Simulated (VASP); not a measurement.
Input of a VASP 6.6.1 run:

INCAR

```
SYSTEM = Ni
PREC = Accurate
ENCUT = 600
EDIFF = 1E-6
ISMEAR = 1
SIGMA = 0.1
LREAL = .False.
LASPH = .True.
NELM = 200
ALGO = Normal
ISIF = 2
LWAVE = .False.
LCHARG = .False.
ISPIN = 2
MAGMOM = 0.8
LORBIT = 11
LMAXMIX = 4
GGA = CA
NBANDS = 15
GGA_COMPAT = .False.
```

Contents of KPOINTS:

```
Automatic mesh
0
Gamma
  26 26 26
  0 0 0
```

POSCAR

```
Ni
1.0
    0.0000000000      1.7113639472      1.7113639472
    1.7113639472      0.0000000000      1.7113639472
    1.7113639472      1.7113639472      0.0000000000
Ni
1
Direct
    0.0000000000      0.0000000000      0.0000000000
```

Potentials or basis: VASP PAW LDA potentials, release 64 (Ni).

The run is started by

```bash
$ cat potpaw_LDA.64/Ni/POTCAR > POTCAR
$ mpirun -np 1 vasp_std > vasp.out
```

(1) Predict the site moments.

(2) Predict the net moment.

(3) What does it give for the pressure?

Results:

(1) Ni +0.56 μB.

(2) 0.57 μB per cell.

(3) -0.3 GPa.
